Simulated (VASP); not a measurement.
# Ge in VASP: a series of runs

The runs below take Ge through single point, with LDA.

Everything below comes from runs of VASP 6.6.1. Logs are shortened: lines on timing, memory, paths and dates and some standing lists are left out, and cuts for length are marked.

## 1. The cell of the first run

The cell holds a slab with vacuum, 2 atoms: a = 3.704 Å, b = 3.704 Å, c = 28.000 Å, α = 90.00°, β = 90.00°, γ = 120.00°.

## 2. Single point, LDA

Contents of INCAR:

```
SYSTEM = Ge
  ALGO = Normal
  DIPOL = 0.5 0.5 0.500
  EDIFF = 1E-6
  ENCUT = 520
  IDIPOL = 3
  ISIF = 2
  ISMEAR = 0
  LASPH = .TRUE.
  LCHARG = .FALSE.
  LDIPOL = .TRUE.
  LREAL = .FALSE.
  LWAVE = .FALSE.
  NBANDS = 21
  NELM = 80
  PREC = Accurate
  SIGMA = 0.1
```

Contents of KPOINTS:

```
k-points
0
G
  12 12 1
  0 0 0
```

Contents of POSCAR:

```
Ge
1.0
    3.7040000000      0.0000000000      0.0000000000
   -1.8520000000      3.2077580956      0.0000000000
    0.0000000000      0.0000000000     28.0000000000
Ge
2
Direct
    0.3333333333      0.6666666667      0.5025535714
    0.6666666667      0.3333333333      0.4974464286
```

Potentials or basis: VASP PAW LDA potentials, release 64 (Ge_d).

Run with:

```sh
> cat potpaw_LDA.64/Ge_d/POTCAR > POTCAR
> mpirun -np 1 vasp_std > vasp.out
```

OUTCAR:

```text
SYSTEM = Ge
   EDIFF = 1E-6
   ENCUT = 520
   ISIF = 2
   ISMEAR = 0
   LASPH = .TRUE.
   LREAL = .FALSE.
   NELM = 80
   PREC = Accurate

 ion  position               nearest neighbor table
   1  0.333  0.667  0.503-   2 2.14   2 2.14   2 2.14
   2  0.667  0.333  0.497-   1 2.14   1 2.14   1 2.14

  LATTYP: Found a hexagonal cell.
 ALAT       =     3.7040000000
 C/A-ratio  =     7.5593952484

  Lattice vectors:

 A1 = (   3.7040000000,   0.0000000000,   0.0000000000)
 A2 = (  -1.8520000000,   3.2077580956,   0.0000000000)
 A3 = (   0.0000000000,   0.0000000000,  28.0000000000)

Analysis of symmetry for initial positions (statically):
=====================================================================
 Subroutine PRICEL returns:
 Original cell was already a primitive cell.

 Routine SETGRP: Setting up the symmetry group for a
 hexagonal supercell.

 Subroutine GETGRP returns: Found 12 space group operations
 (whereof 12 operations were pure point group operations)
 out of a pool of 24 trial point group operations.

The static configuration has the point symmetry D_3d.

Analysis of symmetry for dynamics (positions and initial velocities):
=====================================================================
 Subroutine PRICEL returns:
 Original cell was already a primitive cell.

 Routine SETGRP: Setting up the symmetry group for a
 hexagonal supercell.

 Subroutine GETGRP returns: Found 12 space group operations
 (whereof 12 operations were pure point group operations)
 out of a pool of 24 trial point group operations.

The dynamic configuration has the point symmetry D_3d.

 Subroutine INISYM returns: Found 12 space group operations
 (whereof 12 operations are pure point group operations),
 and found     1 'primitive' translations

----------------------------------------------------------------------------------------

                                     Primitive cell

  volume of cell :     332.6830

  direct lattice vectors                    reciprocal lattice vectors
     3.704000000  0.000000000  0.000000000     0.269978402  0.155872103  0.000000000
    -1.852000000  3.207758096  0.000000000     0.000000000  0.311744206  0.000000000
     0.000000000  0.000000000 28.000000000     0.000000000  0.000000000  0.035714286

  length of vectors
[... 77 lines left out ...]
   LREAL  =      F    real-space projection
   EDIFFG = 0.1E-04   stopping-criterion for IOM
   NSW    =      0    number of steps for IOM
   IBRION =     -1    ionic relax: 0-MD 1-quasi-New 2-CG
   NFREE  =      0    steps in history (QN), initial steepest desc. (CG)
   ISIF   =      2    stress and relaxation
   ISYM   =      2    0-nonsym 1-usesym 2-fastsym
   POTIM  = 0.5000    time-step for ionic-motion
   TEBEG  =    0.0;   TEEND  =   0.0 temperature during run
   PSTRESS=    0.0 pullay stress
   NELECT =      28.0000    total number of electrons
   NUPDOWN=      -1.0000    fix difference up-down
   EMIN   =  10.00;   EMAX   =-10.00  energy-range for DOS
   EFERMI =   0.00;   METHOD = LEGACY
   ISMEAR =     0;   SIGMA  =   0.10  broadening in eV -4-tet -1-fermi 0-gaus
   EFERMI_NEDOS =   21; number of points for ismear=-14 and -15
   IALGO  =     38    algorithm
   IMIX   =      4    mixing-type and parameters
     AMIX     =   0.40;   BMIX     =  1.00
     AMIX_MAG =   1.60;   BMIX_MAG =  1.00
  volume/ion in A,a.u.               =     166.34      1122.53
  Fermi-wavevector in a.u.,A,eV,Ry     =   0.717437  1.355760  7.003141  0.514716
  Thomas-Fermi vector in A             =   1.806117
   LORBIT       =      0    0 simple, 1 ext, 2 COOP (PROOUT), +10 PAW based schemes
   GGA     = CA    functional components
   LHFCALC =     F    Hartree Fock is set to
   AEXX    =    0.0000 exact exchange contribution
   IVDW    =     0    specifies the selected vdW correction
   LEPSILON=     F    determine dielectric tensor
   LRPA    =     F    only Hartree local field effects (RPA)
 non-spin polarized calculation
 Gauss-broadening in eV      SIGMA  =   0.10
  energy-cutoff  :      520.00
  volume of cell :      332.68
 maximum number of plane-waves:      9002
 NGX is ok and might be reduce to    28
   NGX = 13   NGY = 13   NGZ =105

 dipolmoment           0.000000      0.000000      0.000000 electrons x Angstroem

 number of electron      27.9999982 magnetization

 dipolmoment           0.000000      0.000000     -0.000000 electrons x Angstroem

 Free energy of the ion-electron system (eV)
  ---------------------------------------------------
  ext. energy  EPLUGINS =         0.00000000
  ---------------------------------------------------
  free energy    TOTEN  =        -8.36623115 eV

  energy without entropy =       -8.36466395  energy(sigma->0) =       -8.36544755

 E-fermi :  -3.2357     XC(G=0):  -1.7722

 val. band max:       -3.2357443631   @ k =   0.3333   0.3333   0.0000
 cond. band min:      -3.2357443569   @ k =   0.3333   0.3333   0.0000
 fundamental gap:      0.0000000062
 Fermi energy:        -3.2357443600

 k-point     1 :       0.0000    0.0000    0.0000
  band No.  band energies     occupation
      1     -28.7060      2.00000
      2     -28.6450      2.00000
      3     -28.6450      2.00000
      4     -28.5595      2.00000
      5     -28.5595      2.00000
      6     -28.3173      2.00000
[... 445 lines left out ...]
     20       4.6926      0.00000
     21       4.6926      0.00000

------------------------ aborting loop because EDIFF is reached ----------------------------------------

 vacuum level on the upper side and lower side of the slab       (xc-potential included)        -0.007        -0.007

  FORCE on cell =-STRESS in cart. coord.  units (eV):
  Direction    XX          YY          ZZ          XY          YZ          ZX
  --------------------------------------------------------------------------------------
  -------------------------------------------------------------------------------------
  Total        8.6970050      8.6970050      0.0602170      0.0000000      0.0000000      0.0000000
  in kB       41.8841479     41.8841479      0.2900009      0.0000000      0.0000000      0.0000000
  external PRESSURE =      28.0194322 kB  Pullay stress =       0.0000000 kB

 VOLUME and BASIS-vectors are now :
 -----------------------------------------------------------------------------
  energy-cutoff  :      520.00
  volume of cell :      332.68
      direct lattice vectors                 reciprocal lattice vectors
     3.704000000  0.000000000  0.000000000     0.269978402  0.155872103  0.000000000
    -1.852000000  3.207758096  0.000000000     0.000000000  0.311744206  0.000000000
     0.000000000  0.000000000 28.000000000     0.000000000  0.000000000  0.035714286

 POSITION                                       TOTAL-FORCE (eV/Angst)
 -----------------------------------------------------------------------------------
     -0.00000      2.13851     14.07150         0.000000     -0.000000      0.534846
      1.85200      1.06925     13.92850        -0.000000      0.000000     -0.534846
 -----------------------------------------------------------------------------------
    total drift:                                0.000000      0.000000     -0.000000

  FREE ENERGIE OF THE ION-ELECTRON SYSTEM (eV)
  ---------------------------------------------------
  free  energy   TOTEN  =        -8.3662311465 eV

  energy  without entropy=       -8.3646639532  energy(sigma->0) =       -8.36544755

 vacuum level on the upper side and lower side of the slab         1.238         1.238
```

stdout:

```text
POSCAR found type information on POSCAR Ge
 POSCAR found :  1 types and       2 ions
 scaLAPACK will be used
 LDA part: xc-table for (Slater(with rela. corr.)+CA(PZ))
 , standard interpolation
 POSCAR, INCAR and KPOINTS ok, starting setup
 FFT: planning ... GRIDC
 FFT: planning ... GRID_SOFT
 FFT: planning ... GRID
 WAVECAR not read
 entering main loop
```

Run time: 4.7 min. Hardware: 1 thread of Intel Xeon 8259CL, shared host; peak memory 0.36 GiB.

What came out:

- Free energy: -8.3662 eV
- Largest force: 0.535 eV/Å
- Band gap on the k mesh: zero (filled and empty bands touch)

Forces on the atoms (eV/Å):
```
Ge   0.000  0.000  0.535
Ge   0.000  0.000 -0.535
```

Levels at points of the mesh, in eV from the Fermi level:
```tsv
k point	band 10	band 11	band 12	band 13	band 14	band 15	band 16	band 17	band 18	band 19
(0.00, 0.00, 0.00)	-24.94	-13.50	-3.91	-1.25	-1.25	1.51	2.83	3.93	3.93	4.20
(0.50, 0.00, 0.00)	-24.80	-10.85	-8.96	-3.37	-1.25	0.84	1.13	6.20	6.58	7.34
```

## 3. Single point, LDA

Contents of INCAR:

```
ALGO = Normal ; DIPOL = 0.5 0.5 0.500
EDIFF = 1E-7 ; ENCUT = 520
IDIPOL = 3 ; ISIF = 2
ISMEAR = 0 ; LASPH = True
LCHARG = True ; LDIPOL = True
LELF = True ; LREAL = False
LVACPOTAV = True ; LVHAR = True
LWAVE = False ; NBANDS = 21
NELM = 60 ; PREC = Accurate
SIGMA = 0.1
```

Contents of KPOINTS:

```
k-points
0
Gamma
  12 12 1
```

Contents of POSCAR:

```
Ge
1.0
    3.7040000000      0.0000000000      0.0000000000
   -1.8520000000      3.2077580956      0.0000000000
    0.0000000000      0.0000000000     28.0000000000
Ge
2
Direct
    0.3333333333      0.6666666667      0.5178571429
    0.6666666667      0.3333333333      0.4821428571
```

Potentials or basis: VASP PAW LDA potentials, release 64 (Ge_d).

Run with:

```sh
> cat potpaw_LDA.64/Ge_d/POTCAR > POTCAR
> mpirun -np 1 vasp_std > vasp.out
```

OUTCAR:

```text
EDIFF = 1E-7
   ENCUT = 520
   ISIF = 2
   ISMEAR = 0
   LASPH = True
   LREAL = False
   NELM = 60
   PREC = Accurate

 ion  position               nearest neighbor table
   1  0.333  0.667  0.518-   2 2.36   2 2.36   2 2.36
   2  0.667  0.333  0.482-   1 2.36   1 2.36   1 2.36

  LATTYP: Found a hexagonal cell.
 ALAT       =     3.7040000000
 C/A-ratio  =     7.5593952484

  Lattice vectors:

 A1 = (   3.7040000000,   0.0000000000,   0.0000000000)
 A2 = (  -1.8520000000,   3.2077580956,   0.0000000000)
 A3 = (   0.0000000000,   0.0000000000,  28.0000000000)

Analysis of symmetry for initial positions (statically):
=====================================================================
 Subroutine PRICEL returns:
 Original cell was already a primitive cell.

 Routine SETGRP: Setting up the symmetry group for a
 hexagonal supercell.

 Subroutine GETGRP returns: Found 12 space group operations
 (whereof 12 operations were pure point group operations)
 out of a pool of 24 trial point group operations.

The static configuration has the point symmetry D_3d.

Analysis of symmetry for dynamics (positions and initial velocities):
[... 159 lines left out ...]

 val. band max:       -3.1912844198   @ k =   0.0833   0.0833   0.0000
 cond. band min:      -3.1458459969   @ k =   0.4167   0.1667   0.0000
 fundamental gap:      0.0454384228
 Fermi energy:        -3.1488550770

 k-point     1 :       0.0000    0.0000    0.0000
  band No.  band energies     occupation
      1     -27.7398      2.00000
      2     -27.7398      2.00000
      3     -27.6121      2.00000
      4     -27.6121      2.00000
      5     -27.6028      2.00000
      6     -27.5137      2.00000
[... 445 lines left out ...]
     20       5.4469      0.00000
     21       5.4469      0.00000

------------------------ aborting loop because EDIFF is reached ----------------------------------------

 vacuum level on the upper side and lower side of the slab       (xc-potential included)        -0.090        -0.090

  FORCE on cell =-STRESS in cart. coord.  units (eV):
  Direction    XX          YY          ZZ          XY          YZ          ZX
  --------------------------------------------------------------------------------------
  -------------------------------------------------------------------------------------
  Total        2.4132859      2.4132859     -0.6593685     -0.0000000     -0.0000000      0.0000000
  in kB       11.6222105     11.6222105     -3.1754713     -0.0000000     -0.0000000      0.0000000
  external PRESSURE =       6.6896499 kB  Pullay stress =       0.0000000 kB

 VOLUME and BASIS-vectors are now :
 -----------------------------------------------------------------------------
  energy-cutoff  :      520.00
  volume of cell :      332.68
      direct lattice vectors                 reciprocal lattice vectors
     3.704000000  0.000000000  0.000000000     0.269978402  0.155872103  0.000000000
    -1.852000000  3.207758096  0.000000000     0.000000000  0.311744206  0.000000000
     0.000000000  0.000000000 28.000000000     0.000000000  0.000000000  0.035714286

 POSITION                                       TOTAL-FORCE (eV/Angst)
 -----------------------------------------------------------------------------------
     -0.00000      2.13851     14.50000         0.000000     -0.000000     -0.647390
      1.85200      1.06925     13.50000        -0.000000      0.000000      0.647390
 -----------------------------------------------------------------------------------
    total drift:                                0.000000      0.000000     -0.000000

  FREE ENERGIE OF THE ION-ELECTRON SYSTEM (eV)
  ---------------------------------------------------
  free  energy   TOTEN  =        -8.8205633066 eV

  energy  without entropy=       -8.8079919416  energy(sigma->0) =       -8.81427762

 vacuum level on the upper side and lower side of the slab         1.177         1.177
```

Run time: 4.7 min. Hardware: 1 thread of Intel Xeon 8259CL, shared host; peak memory 0.36 GiB.

Results:

```
Free energy                     : -8.8206 eV
Largest force                   : 0.647 eV/Å
Band gap on the k mesh          : zero (bands 14 and 15 overlap by 1.17 eV)
Work function of the upper face : 4.33 eV
Work function of the lower face : 4.33 eV
```

Forces in eV/Å, atoms in the order of the input:
```
Ge   0.000  0.000 -0.647
Ge   0.000  0.000  0.647
```
